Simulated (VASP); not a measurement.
# Rb4SrSn (F-43m) in VASP: notebook

The runs below take Rb4SrSn through single point, relaxation of cell and atoms, with PBE.

All numbers are computed with VASP 6.6.1; they aren't measurements. Logs are shortened: lines on timing, memory, paths and dates and some standing lists are left out, and cuts for length are marked.

**1. The cell of the first run**

It takes space group F-43m (No. 216, cubic). The conventional cell has a = 11.171 Å, b = 11.171 Å, c = 11.171 Å, α = 90.00°, β = 90.00°, γ = 90.00°. Within 5.1 Å of Rb (site symmetry 3m) lie 6 Rb at 3.88 to 4.02 Å and 3 Sn at 4.62 Å and 3 Sr at 4.64 Å.

The cell was built from a structure type or drawn by symmetry, and may not be a known phase.

**2. Single point, PBE**

The input, INCAR:

```
PREC = Accurate ; ENCUT = 520
EDIFF = 1E-6 ; ISMEAR = 0
SIGMA = 0.1 ; LREAL = F
LASPH = T ; NELM = 60
ALGO = Fast ; ISIF = 2
LWAVE = F ; LCHARG = T
GGA = PE ; LELF = T
LVHAR = T ; NBANDS = 39
```

The input, KPOINTS:

```
regular mesh
0
Gamma
  4 4 4
```

The input, POSCAR:

```
Rb4SrSn
1.0
    0.0000000000      5.5853677697      5.5853677697
    5.5853677697      0.0000000000      5.5853677697
    5.5853677697      5.5853677697      0.0000000000
Rb Sr Sn
4 1 1
Direct
    0.3727327631      0.8818017107      0.3727327631
    0.3727327631      0.3727327631      0.3727327631
    0.8818017107      0.3727327631      0.3727327631
    0.3727327631      0.3727327631      0.8818017107
    0.7500000000      0.7500000000      0.7500000000
    0.0000000000      0.0000000000      0.0000000000
```

Potentials or basis: VASP PAW PBE potentials, release 64 (Rb_sv, Sr_sv, Sn_d).

Started as:

```bash
> cat potpaw_PBE.64/Rb_sv/POTCAR potpaw_PBE.64/Sr_sv/POTCAR potpaw_PBE.64/Sn_d/POTCAR > POTCAR
> mpirun -np 1 vasp_std > vasp.out
```

OUTCAR:

```text
PREC = Accurate
   ENCUT = 520
   EDIFF = 1E-6
   ISMEAR = 0
   LREAL = F
   LASPH = T
   NELM = 60
   ISIF = 2
   GGA = PE

 ion  position               nearest neighbor table
   1  0.373  0.882  0.373-   2 3.88   3 3.88   4 3.88   3 4.02   4 4.02   2 4.02   6 4.62   6 4.62
                             6 4.62   5 4.64   5 4.64   5 4.64
   2  0.373  0.373  0.373-   1 3.88   3 3.88   4 3.88   3 4.02   1 4.02   4 4.02   6 4.62   6 4.62
                             6 4.62   5 4.64   5 4.64   5 4.64
   3  0.882  0.373  0.373-   1 3.88   2 3.88   4 3.88   1 4.02   4 4.02   2 4.02   6 4.62   6 4.62
                             6 4.62   5 4.64   5 4.64   5 4.64
   4  0.373  0.373  0.882-   1 3.88   2 3.88   3 3.88   1 4.02   3 4.02   2 4.02   6 4.62   6 4.62
                             6 4.62   5 4.64   5 4.64   5 4.64
   5  0.750  0.750  0.750-   1 4.64   4 4.64   3 4.64   4 4.64   1 4.64   3 4.64   2 4.64   2 4.64
                             2 4.64   1 4.64   3 4.64   4 4.64
   6  0.000  0.000  0.000-   1 4.62   3 4.62   4 4.62   2 4.62   2 4.62   2 4.62   1 4.62   3 4.62
                             4 4.62   1 4.62   3 4.62   4 4.62

  LATTYP: Found a face centered cubic cell.
 ALAT       =    11.1707355394

  Lattice vectors:

 A1 = (   0.0000000000,   5.5853677697,   5.5853677697)
 A2 = (   5.5853677697,   0.0000000000,   5.5853677697)
 A3 = (   5.5853677697,   5.5853677697,   0.0000000000)

Analysis of symmetry for initial positions (statically):
=====================================================================
 Subroutine PRICEL returns:
 Original cell was already a primitive cell.

 Routine SETGRP: Setting up the symmetry group for a
 face centered cubic supercell.

 Subroutine GETGRP returns: Found 24 space group operations
 (whereof 24 operations were pure point group operations)
 out of a pool of 48 trial point group operations.

The static configuration has the point symmetry T_d .

Analysis of symmetry for dynamics (positions and initial velocities):
=====================================================================
 Subroutine PRICEL returns:
 Original cell was already a primitive cell.

 Routine SETGRP: Setting up the symmetry group for a
 face centered cubic supercell.

 Subroutine GETGRP returns: Found 24 space group operations
 (whereof 24 operations were pure point group operations)
 out of a pool of 48 trial point group operations.

The dynamic configuration has the point symmetry T_d .

 Subroutine INISYM returns: Found 24 space group operations
 (whereof 24 operations are pure point group operations),
 and found     1 'primitive' translations

----------------------------------------------------------------------------------------

                                     Primitive cell

  volume of cell :     348.4860

  direct lattice vectors                    reciprocal lattice vectors
     0.000000000  5.585367770  5.585367770    -0.089519620  0.089519620  0.089519620
     5.585367770  0.000000000  5.585367770     0.089519620 -0.089519620  0.089519620
     5.585367770  5.585367770  0.000000000     0.089519620  0.089519620 -0.089519620

  length of vectors
     7.898902851  7.898902851  7.898902851     0.155052530  0.155052530  0.155052530

  position of ions in fractional coordinates (direct lattice)
     0.372732763  0.881801711  0.372732763
     0.372732763  0.372732763  0.372732763
     0.881801711  0.372732763  0.372732763
     0.372732763  0.372732763  0.881801711
     0.750000000  0.750000000  0.750000000
     0.000000000  0.000000000  0.000000000

  ion indices of the primitive-cell ions
   primitive index   ion index
                 1           1
                 2           2
                 3           3
                 4           4
                 5           5
                 6           6

----------------------------------------------------------------------------------------

 KPOINTS: regular mesh

Automatic generation of k-mesh.
 Grid dimensions read from file:
 generate k-points for:    4    4    4

 Generating k-lattice:

  Cartesian coordinates                     Fractional coordinates (reciprocal lattice)
    -0.022379905  0.022379905  0.022379905     0.250000000  0.000000000  0.000000000
     0.022379905 -0.022379905  0.022379905     0.000000000  0.250000000  0.000000000
     0.022379905  0.022379905 -0.022379905     0.000000000  0.000000000  0.250000000

  Length of vectors
     0.038763133  0.038763133  0.038763133

  Shift w.r.t. Gamma in fractional coordinates (k-lattice)
     0.000000000  0.000000000  0.000000000

 Subroutine IBZKPT returns following result:
 ===========================================

 Found      8 irreducible k-points:

 Following reciprocal coordinates:
            Coordinates               Weight
  0.000000  0.000000  0.000000      1.000000
  0.250000  0.000000  0.000000      8.000000
  0.500000  0.000000  0.000000      4.000000
  0.250000  0.250000  0.000000      6.000000
  0.500000  0.250000  0.000000     24.000000
 -0.250000  0.250000  0.000000     12.000000
  0.500000  0.500000  0.000000      3.000000
 -0.250000  0.500000  0.250000      6.000000
   k-points           NKPTS =      8   k-points in BZ     NKDIM =      8   number of bands    NBANDS=     39
   number of dos      NEDOS =    301   number of ions     NIONS =      6
   total plane-waves  NPLWV = 216000
   dimension x,y,z NGX =    60 NGY =   60 NGZ =   60
   dimension x,y,z NGXF=   120 NGYF=  120 NGZF=  120
   ions per type =               4   1   1
   NGX,Y,Z   is equivalent  to a cutoff of  12.63, 12.63, 12.63 a.u.
   NGXF,Y,Z  is equivalent  to a cutoff of  25.26, 25.26, 25.26 a.u.
 SYSTEM =  unknown system
   PREC   = accura    normal or accurate (medium, high low for compatibility)
   ISTART =      0    job   : 0-new  1-cont  2-samecut
   ICHARG =      2    charge: 1-file 2-atom 10-const
   ISPIN  =      1    spin polarized calculation?
   LNONCOLLINEAR =      F non collinear calculations
   LSORBIT =      F    spin-orbit coupling
   LASPH  =      T    aspherical Exc in radial PAW
   ENCUT  =  520.0 eV  38.22 Ry    6.18 a.u.  14.69 14.69 14.69*2*pi/ulx,y,z
   NELM   =     60;   NELMIN=  2; NELMDL= -5     # of ELM steps
   EDIFF  = 0.1E-05   stopping-criterion for ELM
   LREAL  =      F    real-space projection
   EDIFFG = 0.1E-04   stopping-criterion for IOM
   NSW    =      0    number of steps for IOM
   IBRION =     -1    ionic relax: 0-MD 1-quasi-New 2-CG
   NFREE  =      0    steps in history (QN), initial steepest desc. (CG)
   ISIF   =      2    stress and relaxation
   ISYM   =      2    0-nonsym 1-usesym 2-fastsym
   POTIM  = 0.5000    time-step for ionic-motion
   TEBEG  =    0.0;   TEEND  =   0.0 temperature during run
   PSTRESS=    0.0 pullay stress
   NELECT =      60.0000    total number of electrons
   NUPDOWN=      -1.0000    fix difference up-down
   EMIN   =  10.00;   EMAX   =-10.00  energy-range for DOS
   EFERMI =   0.00;   METHOD = LEGACY
   ISMEAR =     0;   SIGMA  =   0.10  broadening in eV -4-tet -1-fermi 0-gaus
   EFERMI_NEDOS =   21; number of points for ismear=-14 and -15
   IALGO  =     68    algorithm
   IMIX   =      4    mixing-type and parameters
     AMIX     =   0.40;   BMIX     =  1.00
     AMIX_MAG =   1.60;   BMIX_MAG =  1.00
  volume/ion in A,a.u.               =      58.08       391.95
  Fermi-wavevector in a.u.,A,eV,Ry     =   0.910745  1.721059 11.285441  0.829457
  Thomas-Fermi vector in A             =   2.034943
   LORBIT       =      0    0 simple, 1 ext, 2 COOP (PROOUT), +10 PAW based schemes
   GGA     = PE    functional components
   LHFCALC =     F    Hartree Fock is set to
   AEXX    =    0.0000 exact exchange contribution
   IVDW    =     0    specifies the selected vdW correction
   LEPSILON=     F    determine dielectric tensor
   LRPA    =     F    only Hartree local field effects (RPA)
 non-spin polarized calculation
 RMM-DIIS sequential band-by-band and
 Gauss-broadening in eV      SIGMA  =   0.10
  energy-cutoff  :      520.00
  volume of cell :      348.49
 maximum number of plane-waves:      9420
 NGX is ok and might be reduce to    60
   NGX = 29   NGY = 29   NGZ = 29

 number of electron      60.0000008 magnetization

 Free energy of the ion-electron system (eV)
  ---------------------------------------------------
  ext. energy  EPLUGINS =         0.00000000
  ---------------------------------------------------
  free energy    TOTEN  =        -7.55476509 eV

  energy without entropy =       -7.54121509  energy(sigma->0) =       -7.54799009

 E-fermi :   1.3490     XC(G=0):  -6.8451

 val. band max:        1.2155872973   @ k =  -0.2500   0.2500   0.0000
 cond. band min:       1.3987790198   @ k =   0.2500   0.0000   0.0000
 fundamental gap:      0.1831917225
 Fermi energy:         1.3490010510

 k-point     1 :       0.0000    0.0000    0.0000
  band No.  band energies     occupation
      1     -36.2079      2.00000
      2     -27.5930      2.00000
      3     -27.5282      2.00000
      4     -27.5282      2.00000
      5     -27.5282      2.00000
      6     -19.8098      2.00000
[... 31 lines left out ...]
     38       2.7229      0.00000
     39       2.7229      0.00000

 k-point     2 :       0.2500    0.0000    0.0000
  band No.  band energies     occupation
      1     -36.2079      2.00000
      2     -27.5867      2.00000
      3     -27.5347      2.00000
      4     -27.5282      2.00000
      5     -27.5282      2.00000
      6     -19.8098      2.00000
[... 31 lines left out ...]
     38       3.1427      0.00000
     39       3.1459      0.00000

 k-point     3 :       0.5000    0.0000    0.0000
  band No.  band energies     occupation
      1     -36.2079      2.00000
      2     -27.5781      2.00000
      3     -27.5435      2.00000
      4     -27.5283      2.00000
      5     -27.5283      2.00000
      6     -19.8098      2.00000
[... 160 lines left out ...]
 k-point     7 :       0.5000    0.5000    0.0000
  band No.  band energies     occupation
      1     -36.2079      2.00000
      2     -27.5679      2.00000
      3     -27.5538      2.00000
      4     -27.5283      2.00000
      5     -27.5283      2.00000
      6     -19.8098      2.00000
[... 31 lines left out ...]
     38       3.4180      0.00000
     39       3.4523      0.00000

 k-point     8 :      -0.2500    0.5000    0.2500
  band No.  band energies     occupation
      1     -36.2079      2.00000
      2     -27.5679      2.00000
      3     -27.5538      2.00000
      4     -27.5283      2.00000
      5     -27.5283      2.00000
      6     -19.8098      2.00000
[... 31 lines left out ...]
     38       3.3134      0.00000
     39       3.4414      0.00000

------------------------ aborting loop because EDIFF is reached ----------------------------------------

  FORCE on cell =-STRESS in cart. coord.  units (eV):
  Direction    XX          YY          ZZ          XY          YZ          ZX
  --------------------------------------------------------------------------------------
  -------------------------------------------------------------------------------------
  Total        0.1781677      0.1781677      0.1781677      0.0000000      0.0000000      0.0000000
  in kB        0.8191326      0.8191326      0.8191326      0.0000000      0.0000000      0.0000000
  external PRESSURE =       0.8191326 kB  Pullay stress =       0.0000000 kB

 VOLUME and BASIS-vectors are now :
 -----------------------------------------------------------------------------
  energy-cutoff  :      520.00
  volume of cell :      348.49
      direct lattice vectors                 reciprocal lattice vectors
     0.000000000  5.585367770  5.585367770    -0.089519620  0.089519620  0.089519620
     5.585367770  0.000000000  5.585367770     0.089519620 -0.089519620  0.089519620
     5.585367770  5.585367770  0.000000000     0.089519620  0.089519620 -0.089519620

 POSITION                                       TOTAL-FORCE (eV/Angst)
 -----------------------------------------------------------------------------------
      7.00704      4.16370      7.00704        -0.006222      0.006222     -0.006222
      4.16370      4.16370      4.16370         0.006222      0.006222      0.006222
      4.16370      7.00704      7.00704         0.006222     -0.006222     -0.006222
      7.00704      7.00704      4.16370        -0.006222     -0.006222      0.006222
      8.37805      8.37805      8.37805        -0.000000     -0.000000     -0.000000
      0.00000      0.00000      0.00000        -0.000000      0.000000      0.000000
 -----------------------------------------------------------------------------------
    total drift:                                0.000000      0.000000      0.000000

  FREE ENERGIE OF THE ION-ELECTRON SYSTEM (eV)
  ---------------------------------------------------
  free  energy   TOTEN  =        -7.5547650920 eV

  energy  without entropy=       -7.5412150855  energy(sigma->0) =       -7.54799009
```

It took 4.5 min on 1 thread of Intel Xeon 6975P-C (Granite Rapids), shared host; peak memory 0.55 GiB.

Results:

```yaml
Free_energy: -7.5548 eV
Pressure: 0.1 GPa
Largest_force: 0.011 eV/Å
Band_gap_on_the_k_mesh: zero (bands 30 and 31 overlap by 0.29 eV)
```

Forces in eV/Å, atoms in the order of the input:
```
Rb  -0.006  0.006 -0.006
Rb   0.006  0.006  0.006
Rb   0.006 -0.006 -0.006
Rb  -0.006 -0.006  0.006
Sr   0.000  0.000  0.000
Sn   0.000  0.000  0.000
```

Caveat: spin-orbit coupling is left out, which moves the levels of the heavy elements.

[end of part 1 of 2]
